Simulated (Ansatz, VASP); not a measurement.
One calculation of Os, two programs

```xyz
2
Lattice="2.7341 0.0000 0.0000 -1.3671 2.3678 0.0000 0.0000 0.0000 4.3197" Properties=species:S:1:pos:R:3 pbc="T T T"
Os    0.0000    1.5785    1.0799
Os    1.3671    0.7893    3.2398
```

Alike in both runs: task single point; functional PBEsol; k mesh 9 × 9 × 4; occupations gaussian, width 0.1 eV; no spin polarisation.

|  | VASP | Ansatz |
| --- | --- | --- |
| version | VASP 6.6.1 | Ansatz 0.2.0 |
| potentials or method | VASP PAW PBE potentials, release 64 (Os), cutoff 520 eV | scalar-relativistic, plane waves, PAW |
| valence electrons in the cell | 16 | 32 |

```csv
,VASP,Ansatz,Ansatz less VASP
gap on the k mesh at the Fermi level (eV),none,none,-
pressure (GPa),-2.5,-2.8,-0.31
"traceless stress, the component that is largest in VASP (GPa)",-0.49,-0.45,+0.047
```

VASP's potentials were made for PBE, not for PBEsol. A gap of «none» marks a metal or a gap that the smearing closes. The functional is the same, so the differences come from potentials, cutoffs and numerics. VASP's potentials hold 16 valence electrons a cell and Ansatz's 32, so a difference there can come from the potentials and not from the codes.

The k mesh is coarse, so the values compare programs but aren't converged. Spin-orbit coupling is off throughout.
